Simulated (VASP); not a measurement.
# NaF (F-43m) in VASP: further runs

The runs below take NaF through single point, with LDA, PBE.

All numbers are computed with VASP 6.6.1; they aren't measurements. Logs are shortened: lines on timing, memory, paths and dates and some standing lists are left out, and cuts for length are marked.

## 1. The cell of the first run

It takes space group F-43m (No. 216, cubic). Conventional cell: a = 4.963 Å, b = 4.963 Å, c = 4.963 Å, α = 90.00°, β = 90.00°, γ = 90.00°. Na (site symmetry -43m) has 4 F at 2.15 Å within 2.8 Å. F (site symmetry -43m) has 4 Na at 2.15 Å within 2.8 Å.

## 2. Single point, LDA

The input, INCAR:

```
SYSTEM = NaF
  PREC = Accurate
  ENCUT = 520
  EDIFF = 1E-7
  ISMEAR = -1
  SIGMA = 0.02
  LREAL = .FALSE.
  LASPH = .TRUE.
  NELM = 80
  ALGO = Normal
  ISIF = 2
  LWAVE = .FALSE.
  LCHARG = .TRUE.
  LELF = .TRUE.
  LVHAR = .TRUE.
  NBANDS = 14
```

The input, KPOINTS:

```
regular mesh
0
G
  8 8 8
  0 0 0
```

The input, POSCAR:

```
NaF
1.0
    0.0000000000      2.4814014073      2.4814014073
    2.4814014073      0.0000000000      2.4814014073
    2.4814014073      2.4814014073      0.0000000000
Na F
1 1
Direct
    0.0000000000      0.0000000000      0.0000000000
    0.2500000000      0.2500000000      0.2500000000
```

Potentials or basis: VASP PAW LDA potentials, release 64 (Na_pv, F).

Run with:

```sh
cat potpaw_LDA.64/Na_pv/POTCAR potpaw_LDA.64/F/POTCAR > POTCAR
mpirun -np 1 vasp_std > vasp.out
```

OUTCAR:

```text
SYSTEM = NaF
   PREC = Accurate
   ENCUT = 520
   EDIFF = 1E-7
   ISMEAR = -1
   LREAL = .FALSE.
   LASPH = .TRUE.
   NELM = 80
   ISIF = 2

 ion  position               nearest neighbor table
   1  0.000  0.000  0.000-   2 2.15   2 2.15   2 2.15   2 2.15
   2  0.250  0.250  0.250-   1 2.15   1 2.15   1 2.15   1 2.15

  LATTYP: Found a face centered cubic cell.
 ALAT       =     4.9628028146

  Lattice vectors:

 A1 = (   0.0000000000,   2.4814014073,   2.4814014073)
 A2 = (   2.4814014073,   0.0000000000,   2.4814014073)
 A3 = (   2.4814014073,   2.4814014073,   0.0000000000)

Analysis of symmetry for initial positions (statically):
=====================================================================
 Subroutine PRICEL returns:
 Original cell was already a primitive cell.

 Routine SETGRP: Setting up the symmetry group for a
 face centered cubic supercell.

 Subroutine GETGRP returns: Found 24 space group operations
 (whereof 24 operations were pure point group operations)
 out of a pool of 48 trial point group operations.

The static configuration has the point symmetry T_d .

Analysis of symmetry for dynamics (positions and initial velocities):
=====================================================================
 Subroutine PRICEL returns:
 Original cell was already a primitive cell.

 Routine SETGRP: Setting up the symmetry group for a
 face centered cubic supercell.

 Subroutine GETGRP returns: Found 24 space group operations
 (whereof 24 operations were pure point group operations)
 out of a pool of 48 trial point group operations.

The dynamic configuration has the point symmetry T_d .

 Subroutine INISYM returns: Found 24 space group operations
 (whereof 24 operations are pure point group operations),
 and found     1 'primitive' translations

----------------------------------------------------------------------------------------

                                     Primitive cell

  volume of cell :      30.5577

  direct lattice vectors                    reciprocal lattice vectors
     0.000000000  2.481401407  2.481401407    -0.201499039  0.201499039  0.201499039
     2.481401407  0.000000000  2.481401407     0.201499039 -0.201499039  0.201499039
     2.481401407  2.481401407  0.000000000     0.201499039  0.201499039 -0.201499039

  length of vectors
     3.509231524  3.509231524  3.509231524     0.349006574  0.349006574  0.349006574
[... 83 lines left out ...]
   EDIFFG = 0.1E-05   stopping-criterion for IOM
   NSW    =      0    number of steps for IOM
   IBRION =     -1    ionic relax: 0-MD 1-quasi-New 2-CG
   NFREE  =      0    steps in history (QN), initial steepest desc. (CG)
   ISIF   =      2    stress and relaxation
   ISYM   =      2    0-nonsym 1-usesym 2-fastsym
   POTIM  = 0.5000    time-step for ionic-motion
   TEBEG  =    0.0;   TEEND  =   0.0 temperature during run
   PSTRESS=    0.0 pullay stress
   NELECT =      14.0000    total number of electrons
   NUPDOWN=      -1.0000    fix difference up-down
   EMIN   =  10.00;   EMAX   =-10.00  energy-range for DOS
   EFERMI =   0.00;   METHOD = LEGACY
   ISMEAR =    -1;   SIGMA  =   0.02  broadening in eV -4-tet -1-fermi 0-gaus
   EFERMI_NEDOS =   21; number of points for ismear=-14 and -15
   IALGO  =     38    algorithm
   IMIX   =      4    mixing-type and parameters
     AMIX     =   0.40;   BMIX     =  1.00
     AMIX_MAG =   1.60;   BMIX_MAG =  1.00
  volume/ion in A,a.u.               =      15.28       103.11
  Fermi-wavevector in a.u.,A,eV,Ry     =   1.262052  2.384932 21.671013  1.592775
  Thomas-Fermi vector in A             =   2.395480
   LORBIT       =      0    0 simple, 1 ext, 2 COOP (PROOUT), +10 PAW based schemes
   GGA     = CA    functional components
   LHFCALC =     F    Hartree Fock is set to
   AEXX    =    0.0000 exact exchange contribution
   IVDW    =     0    specifies the selected vdW correction
   LEPSILON=     F    determine dielectric tensor
   LRPA    =     F    only Hartree local field effects (RPA)
 non-spin polarized calculation
  energy-cutoff  :      520.00
  volume of cell :       30.56
 maximum number of plane-waves:       869
 NGX is ok and might be reduce to    28
   NGX = 13   NGY = 13   NGZ = 13

 number of electron      14.0000008 magnetization

 Free energy of the ion-electron system (eV)
  ---------------------------------------------------
  ext. energy  EPLUGINS =         0.00000000
  ---------------------------------------------------
  free energy    TOTEN  =        -9.03967128 eV

  energy without entropy =       -9.03967128  energy(sigma->0) =       -9.03967128

 E-fermi :  -3.1890     XC(G=0):  -8.7304

 val. band max:       -3.6429024705   @ k =  -0.1250   0.1250   0.0000
 cond. band min:       1.8601859670   @ k =   0.0000   0.0000   0.0000
 fundamental gap:      5.5030884375
 Fermi energy:        -3.1890081231

 k-point     1 :       0.0000    0.0000    0.0000
  band No.  band energies     occupation
      1     -22.1274      2.00000
      2     -22.1274      2.00000
      3     -22.1274      2.00000
      4     -22.0090      2.00000
      5      -3.6432      2.00000
      6      -3.6432      2.00000
      7      -3.6432      2.00000
      8       1.8602      0.00000
      9      15.9164      0.00000
     10      15.9164      0.00000
     11      15.9164      0.00000
     12      17.5684      0.00000
     13      17.5684      0.00000
     14      17.5684      0.00000
[... 377 lines left out ...]
      1     -22.8534      2.00000
      2     -22.1782      2.00000
      3     -22.1520      2.00000
      4     -21.1581      2.00000
      5      -4.4180      2.00000
      6      -3.9323      2.00000
      7      -3.7297      2.00000
      8       6.5252      0.00000
      9       8.0271      0.00000
     10      11.4317      0.00000
     11      13.3140      0.00000
     12      17.5011      0.00000
     13      18.3800      0.00000
     14      21.1907      0.00000

 [... further k-points ...]
[... 5 lines left out ...]
  --------------------------------------------------------------------------------------
  -------------------------------------------------------------------------------------
  Total       -0.0037113     -0.0037113     -0.0037113      0.0000000      0.0000000      0.0000000
  in kB       -0.1945893     -0.1945893     -0.1945893      0.0000000      0.0000000      0.0000000
  external PRESSURE =      -0.1945893 kB  Pullay stress =       0.0000000 kB

 VOLUME and BASIS-vectors are now :
 -----------------------------------------------------------------------------
  energy-cutoff  :      520.00
  volume of cell :       30.56
      direct lattice vectors                 reciprocal lattice vectors
     0.000000000  2.481401407  2.481401407    -0.201499039  0.201499039  0.201499039
     2.481401407  0.000000000  2.481401407     0.201499039 -0.201499039  0.201499039
     2.481401407  2.481401407  0.000000000     0.201499039  0.201499039 -0.201499039

 POSITION                                       TOTAL-FORCE (eV/Angst)
 -----------------------------------------------------------------------------------
      0.00000      0.00000      0.00000         0.000000      0.000000      0.000000
      1.24070      1.24070      1.24070        -0.000000     -0.000000     -0.000000
 -----------------------------------------------------------------------------------
    total drift:                               -0.000000     -0.000000     -0.000000

  FREE ENERGIE OF THE ION-ELECTRON SYSTEM (eV)
  ---------------------------------------------------
  free  energy   TOTEN  =        -9.0396712760 eV

  energy  without entropy=       -9.0396712760  energy(sigma->0) =       -9.03967128
```

OSZICAR:

```text
N       E                     dE             d eps       ncg     rms          rms(c)
DAV:   1     0.108087143744E+03    0.10809E+03   -0.78643E+03   832   0.110E+03
DAV:   2    -0.439344949519E+01   -0.11248E+03   -0.10601E+03   914   0.332E+02
DAV:   3    -0.101198483244E+02   -0.57264E+01   -0.57164E+01  1034   0.686E+01
DAV:   4    -0.101724719554E+02   -0.52624E-01   -0.52621E-01   890   0.726E+00
DAV:   5    -0.101730842019E+02   -0.61225E-03   -0.61224E-03  1040   0.775E-01    0.574E+00
DAV:   6    -0.909548515984E+01    0.10776E+01   -0.38372E+00  1090   0.172E+01    0.202E+00
DAV:   7    -0.905567288140E+01    0.39812E-01   -0.48456E-02   848   0.212E+00    0.111E+00
DAV:   8    -0.903941033089E+01    0.16263E-01   -0.34818E-02   920   0.293E+00    0.209E-01
DAV:   9    -0.904038946781E+01   -0.97914E-03   -0.85518E-03   998   0.103E+00    0.233E-01
DAV:  10    -0.903966468305E+01    0.72478E-03   -0.39237E-03  1004   0.779E-01    0.172E-02
DAV:  11    -0.903967074149E+01   -0.60584E-05   -0.14497E-04   860   0.102E-01    0.756E-03
DAV:  12    -0.903967301380E+01   -0.22723E-05   -0.24414E-05   926   0.443E-02    0.112E-02
DAV:  13    -0.903967127831E+01    0.17355E-05   -0.66913E-06  1010   0.296E-02    0.166E-03
DAV:  14    -0.903967127598E+01    0.23304E-08   -0.33314E-07   840   0.594E-03
   1 F= -.90396713E+01 E0= -.90396713E+01  d E =-.199165E-10
```

Wall time 7.4 s (1 thread of Intel Xeon 6975P-C (Granite Rapids), shared host); peak memory 0.13 GiB.

What came out:

- Free energy: -9.0397 eV
- Pressure: 0.0 GPa
- Band gap on the k mesh: 5.50 eV

Levels at points of the mesh, in eV from the valence-band top:
| k point | band 5 | band 6 | band 7 | band 8 | band 9 | band 10 |
| --- | --- | --- | --- | --- | --- | --- |
| (0.00, 0.00, 0.00) | 0.00 | 0.00 | 0.00 | 5.50 | 19.56 | 19.56 |
| (0.50, 0.00, 0.00) | -0.95 | -0.04 | -0.04 | 9.92 | 11.03 | 17.29 |
| (0.50, 0.50, 0.00) | -0.88 | -0.17 | -0.17 | 9.81 | 12.02 | 16.62 |

## 3. Single point, PBE

This run uses another cell than the first one, of 16.22 Å³/atom.

The input, INCAR:

```
PREC = Accurate
ENCUT = 520
EDIFF = 1E-6
ISMEAR = -1
SIGMA = 0.02
LREAL = F
LASPH = T
NELM = 80
ALGO = Normal
ISIF = 2
LWAVE = F
LCHARG = F
GGA = PE
NBANDS = 14
```

The input, KPOINTS:

```
regular mesh
0
Gamma
  8 8 8
```

The input, POSCAR:

```
NaF
1.0
    0.0000000000      2.5312613675      2.5312613675
    2.5312613675      0.0000000000      2.5312613675
    2.5312613675      2.5312613675      0.0000000000
Na F
1 1
Direct
    0.0000000000      0.0000000000      0.0000000000
    0.2500000000      0.2500000000      0.2500000000
```

Potentials or basis: VASP PAW PBE potentials, release 64 (Na_pv, F).

Run with:

```sh
cat potpaw_PBE.64/Na_pv/POTCAR potpaw_PBE.64/F/POTCAR > POTCAR
mpirun -np 1 vasp_std > vasp.out
```

Run time: 7.1 s. Hardware: 1 thread of Intel Xeon 6975P-C (Granite Rapids), shared host; peak memory 0.15 GiB.

It converged, with:

```
Free energy            : -8.3837 eV
Pressure               : 1.9 GPa
Band gap on the k mesh : 5.61 eV
```

Levels at points of the mesh, in eV from the valence-band top:
| k point | band 4 | band 5 | band 6 | band 7 | band 8 | band 9 | band 10 | band 11 |
| --- | --- | --- | --- | --- | --- | --- | --- | --- |
| (0.00, 0.00, 0.00) | -18.74 | 0.00 | 0.00 | 0.00 | 5.61 | 19.32 | 19.32 | 19.32 |
| (0.50, 0.00, 0.00) | -18.10 | -0.85 | -0.04 | -0.04 | 9.96 | 10.90 | 17.19 | 17.19 |
| (0.50, 0.50, 0.00) | -17.97 | -0.78 | -0.16 | -0.16 | 9.96 | 12.01 | 16.24 | 17.09 |

A k mesh can miss the band edges.

## 4. Single point, LDA

This run uses another cell than the first one, of 16.22 Å³/atom.

The input, INCAR:

```
SYSTEM = NaF
PREC     = Accurate       ! precision mode
ENCUT    = 520            ! plane-wave cutoff, eV
EDIFF    = 1E-7           ! SCF threshold, eV
ISMEAR   = 0              ! smearing method
SIGMA    = 0.01           ! smearing width, eV
LREAL    = .False.        ! projectors in reciprocal space
LASPH    = .True.         ! aspherical terms in the spheres
NELM     = 100            ! most SCF steps
ALGO     = Normal         ! electronic algorithm
ISIF     = 2              ! what is computed and relaxed
LWAVE    = .False.        ! write WAVECAR
LCHARG   = .False.        ! write CHGCAR
NBANDS   = 14             ! bands
```

The input, KPOINTS:

```
Automatic mesh
0
Gamma
  8 8 8
  0 0 0
```

POSCAR is that of step 3.

Potentials or basis: VASP PAW LDA potentials, release 64 (Na_pv, F).

Run with:

```sh
cat potpaw_LDA.64/Na_pv/POTCAR potpaw_LDA.64/F/POTCAR > POTCAR
mpirun -np 1 vasp_std > vasp.out
```

Wall time 7.8 s (1 thread of Intel Xeon 6975P-C (Granite Rapids), shared host); peak memory 0.13 GiB.

Results (log left out):

```
Free energy            : -9.0281 eV
Pressure               : -2.2 GPa
Band gap on the k mesh : 5.32 eV
```

Levels at points of the mesh, in eV from the valence-band top:
```csv
k point,band 5,band 6,band 7,band 8,band 9,band 10
"(0.00, 0.00, 0.00)",0.00,0.00,0.00,5.32,18.95,18.95
"(0.50, 0.00, 0.00)",-0.89,-0.04,-0.04,9.63,10.61,16.84
"(0.50, 0.50, 0.00)",-0.81,-0.16,-0.16,9.59,11.68,15.94
```

A k mesh can miss the band edges.

## 5. Overview

```csv
level,potentials or basis,cell,smearing,gap on the mesh (eV),pressure (GPa)
LDA,"VASP PAW LDA potentials, release 64 (Na_pv, F)","a = 3.509 Å, angles 60.0°, 2 atoms",fermi-dirac 0.02 eV,5.50,0.0
PBE,"VASP PAW PBE potentials, release 64 (Na_pv, F)","a = 3.580 Å, angles 60.0°, 2 atoms",fermi-dirac 0.02 eV,5.61,1.9
LDA,"VASP PAW LDA potentials, release 64 (Na_pv, F)","a = 3.580 Å, angles 60.0°, 2 atoms",gaussian 0.01 eV,5.32,-2.2
```

Alike in all rows: task single point; no spin polarisation; k mesh 8 × 8 × 8; cutoff (eV) 520.

Total energies depend on the potentials used, so only differences within one code and one set of settings carry meaning.
